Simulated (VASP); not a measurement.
The system is NbAs.

```
Nb As
1.0
    -1.72585    1.72585    5.84000
     1.72585   -1.72585    5.84000
     1.72585    1.72585   -5.84000
Nb As
2 2
Cartesian
  0.0000 1.7259 0.0000
  0.0000 0.0000 8.7600
  0.0000 1.7259 4.8589
  0.0000 0.0000 1.9389
```

| Quantity | Value |
| --- | --- |
| Program | VASP 6.6.1 |
| Task | relaxation of cell and atoms |
| Functional | PBE |
| Dispersion | D4 |
| Potentials or basis | VASP PAW PBE potentials, release 64 (Nb_sv, As) |
| Cutoff | 600 eV |
| k mesh | 11 × 11 × 11 |
| Occupations | fermi-dirac, width 0.05 eV |
| Spin | no spin polarisation |

At the start: pressure -0.5 GPa; volume 17.39 Å³/atom.

Question: How do energy, volume and symmetry change on relaxing?

Answer: Over 7 steps the energy falls by 2.2 meV/atom and the volume is 17.32 Å³/atom (-0.4 %); space group I4_1md (No. 109, to 0.1 Å) before and after.

The path:
```tsv
step	energy change (eV)	largest force (eV/Å)	pressure (GPa)	volume (Å³)
1	0.0000	0.2980	-0.52	69.58
2	-0.0063	0.0462	0.85	69.02
3	-0.0073	0.0457	0.49	69.17
4	-0.0080	0.0254	-0.62	69.57
5	-0.0083	0.0015	-0.25	69.44
6	-0.0088	0.0012	-0.04	69.31
7	-0.0088	0.0017	0.00	69.29
```

Final structure:
```
Nb As
1.0
    -1.72609    1.72609    5.81440
     1.72609   -1.72609    5.81440
     1.72609    1.72609   -5.81440
Nb As
2 2
Cartesian
  1.7261 0.0000 5.7996
  0.0000 0.0000 8.7068
  0.0000 1.7261 4.8524
  0.0000 0.0000 1.9452
```
